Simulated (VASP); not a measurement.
Be2C: relaxation of cell and atoms with r2SCAN+D4

Crystal: Be2C.

```
Be C
1.0
     0.00000    2.16500    2.16500
     2.16500    0.00000    2.16500
     2.16500    2.16500    0.00000
Be C
2 1
Direct
  0.25000 0.25000 0.25000
  0.75000 0.75000 0.75000
  0.00000 0.00000 0.00000
```

```yaml
Program: VASP 6.6.1
Task: relaxation of cell and atoms
Functional: r2SCAN
Dispersion: D4
Potentials_or_basis: VASP PAW PBE potentials, release 64 (Be, C)
Cutoff: 660 eV
k_mesh: 8 × 8 × 8
Occupations: gaussian, width 0.01 eV
Spin: no spin polarisation
Dipole_correction: no
Further_INCAR_settings: ALGO = Normal; EDIFF = 1e-07; IBRION = 2; EDIFFG = -0.01; NSW = 100; ISIF = 3
```

* Relaxed volume: 6.70 Å³/atom
* Relaxed cell: a = 3.052 Å, b = 3.052 Å, c = 3.052 Å, α = 60.00°, β = 60.00°, γ = 60.00°
* Space group after relaxing (to 0.1 Å): Fm-3m (No. 225)
* Energy gained by relaxing: 0.4 meV/atom
* Ionic steps: 3
* Pressure after relaxing: 0.0 GPa
* Band gap on the k mesh: 1.53 eV (least direct gap 4.63 eV)
* Dispersion energy per atom: -0.065 eV

Step by step:
| step | energy change (eV) | largest force (eV/Å) | pressure (GPa) | volume (Å³) |
| --- | --- | --- | --- | --- |
| 1 | 0.0000 | 0.0000 | -1.94 | 20.30 |
| 2 | -0.0011 | 0.0000 | 0.48 | 20.06 |
| 3 | -0.0012 | 0.0000 | -0.02 | 20.10 |

Final structure:
```yaml
crystal:
  lattice:
    - [0.00000, 2.15818, 2.15818]
    - [2.15818, 0.00000, 2.15818]
    - [2.15818, 2.15818, 0.00000]
  atoms:
    - { symbol: Be, position: [0.25000, 0.25000, 0.25000] }
    - { symbol: Be, position: [0.75000, 0.75000, 0.75000] }
    - { symbol: C, position: [0.00000, 0.00000, 0.00000] }
```

Levels at points of the mesh, in eV from the valence-band top:
```csv
k point,band 1,band 2,band 3,band 4,band 5,band 6,band 7,band 8
"(0.00, 0.00, 0.00)",-16.00,0.00,0.00,0.00,4.63,4.63,4.63,7.50
"(0.50, 0.00, 0.00)",-13.03,-9.13,-1.92,-1.92,5.55,5.55,7.66,10.85
"(0.50, 0.50, 0.00)",-12.21,-7.16,-4.95,-4.95,1.53,6.23,14.49,14.49
```

It took 2.9 min on 1 thread of Intel Xeon 8259CL, on a shared host, peak memory 0.16 GiB.

Caveat: the PAW data sets were made with another functional, which shifts forces and pressure a little. r2SCAN opens gaps a little over a GGA but as a rule still falls short of measured ones.
